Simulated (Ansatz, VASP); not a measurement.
One calculation of SrMgTa3Sb, two programs

```
Sr Mg Ta Sb
1.0
     0.00000    0.00000   -5.00561
     2.84191   -4.92233    0.00000
    -8.52573   -4.92233    0.00000
Sr Mg Ta Sb
2 2 6 2
Direct
  0.00000 0.50000 0.50000
  0.00000 0.00000 0.00000
  0.00000 0.00000 0.66667
  0.00000 0.50000 0.16667
  0.50000 0.24711 0.74904
  0.50000 0.74711 0.24904
  0.50000 0.00000 0.50192
  0.50000 0.50000 0.00192
  0.50000 0.75289 0.74904
  0.50000 0.25289 0.24904
  0.00000 0.50000 0.83333
  0.00000 0.00000 0.33333
```

Alike in both runs: task single point; functional PBE; k mesh 4 × 4 × 2; occupations gaussian, width 0.2 eV; no spin polarisation.

|  | VASP | Ansatz |
| --- | --- | --- |
| version | VASP 6.6.1 | Ansatz 0.2.0 |
| potentials or method | VASP PAW PBE potentials, release 64 (Sr_sv, Mg, Ta_pv, Sb), cutoff 520 eV | scalar-relativistic, plane waves, PAW |
| valence electrons in the cell | 100 | 148 |

```csv
,VASP,Ansatz,Ansatz less VASP
gap on the k mesh at the Fermi level (eV),none,none,-
pressure (GPa),0.0,-0.1,-0.07
"traceless stress, the component that is largest in VASP (GPa)",-0.36,-0.36,+0.004
rms of the force components (eV/Å),0.031,0.028,-0.0034
```

Atom by atom the forces differ by 0.005 eV/Å (rms over components). A gap of «none» marks a metal or a gap that the smearing closes. With one functional, cell and mesh, what is left measures potentials, basis and numerics. VASP's potentials hold 100 valence electrons a cell and Ansatz's 148, so a difference there can come from the potentials and not from the codes.

Spin-orbit coupling is off throughout.
